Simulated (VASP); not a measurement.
Here is a VASP 6.6.1 calculation.

Contents of INCAR:

```
  PREC = Accurate
  ENCUT = 520
  EDIFF = 1E-7
  ISMEAR = 0
  SIGMA = 0.1
  LREAL = F
  LASPH = T
  NELM = 60
  ALGO = Fast
  ISIF = 2
  LWAVE = F
  LCHARG = F
  GGA = PE
  NBANDS = 26
```

File KPOINTS:

```
regular mesh
0
Gamma
  8 8 8
```

POSCAR

```
Cs3Pt
1.0
    5.6979296824      0.0000000000      0.0000000000
    0.0000000000      5.6979296824      0.0000000000
    0.0000000000      0.0000000000      5.6979296824
Cs Pt
3 1
Direct
    0.0000000000      0.0000000000      0.5000000000
    0.0000000000      0.5000000000      0.0000000000
    0.5000000000      0.0000000000      0.0000000000
    0.5000000000      0.5000000000      0.5000000000
```

Potentials or basis: VASP PAW PBE potentials, release 64 (Cs_sv, Pt).

The run is started by

```console
$ cat potpaw_PBE.64/Cs_sv/POTCAR potpaw_PBE.64/Pt/POTCAR > POTCAR
$ mpirun -np 1 vasp_std > vasp.out
```

(1) Predict the band gap on the k mesh.

(2) Estimate the pressure.

Results:

(1) zero (an odd number of electrons rules out a gap without spin polarisation).

(2) 0.1 GPa.

Caveat: spin-orbit coupling is left out, which moves the levels of the heavy elements.
